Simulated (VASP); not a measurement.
A run of VASP 6.6.1 is set up as follows.

File INCAR:

```
  PREC = Accurate
  ENCUT = 520
  EDIFF = 1E-6
  ISMEAR = 1
  SIGMA = 0.15
  LREAL = False
  LASPH = True
  NELM = 100
  ALGO = Normal
  ISIF = 2
  LWAVE = False
  LCHARG = True
  LELF = True
  LVHAR = True
  NBANDS = 24
```

Contents of KPOINTS:

```
Automatic mesh
0
Gamma
  4 4 4
```

POSCAR

```
Be2Ag
1.0
   -0.0218578800      3.1197820900      3.1554456700
    3.1254439300     -0.0376532000      3.1712410000
    3.1903706300      3.2005051100     -0.1025809000
Ag Be
2 4
Direct
    0.0212109503      0.9863203324      0.9991477795
    0.2505192186      0.2538853171      0.2459649949
    0.6259938190      0.6200854476      0.6309447500
    0.1181814561      0.6202244729      0.5871701439
    0.6105947266      0.6035832205      0.1430319065
    0.6356295151      0.1196060701      0.5985039575
```

Potentials or basis: VASP PAW LDA potentials, release 64 (Ag, Be).

Command:

```sh
$ cat potpaw_LDA.64/Ag/POTCAR potpaw_LDA.64/Be/POTCAR > POTCAR
$ mpirun -np 1 vasp_std > vasp.out
```

Task: Estimate the band gap on the k mesh.

Result: Zero (band 15 reaches 8.64 eV, above the bottom of band 16 at 6.46 eV).

Task: What does it give for the pressure?

Result: -3.7 GPa.

Task: Estimate the largest force.

Result: 1.061 eV/Å.

Forces on the atoms (eV/Å):
```
Ag  -0.033 -0.815 -0.055
Ag  -0.253  0.295 -0.312
Be  -0.285 -0.454 -0.634
Be   0.542  0.888  0.211
Be  -0.387 -0.279  0.939
Be   0.416  0.365 -0.148
```

Caveat: the k points lie up to 0.43 Å⁻¹ apart; forces of over 1 eV/Å act on the atoms, so gaps and moduli don't describe the material at rest.
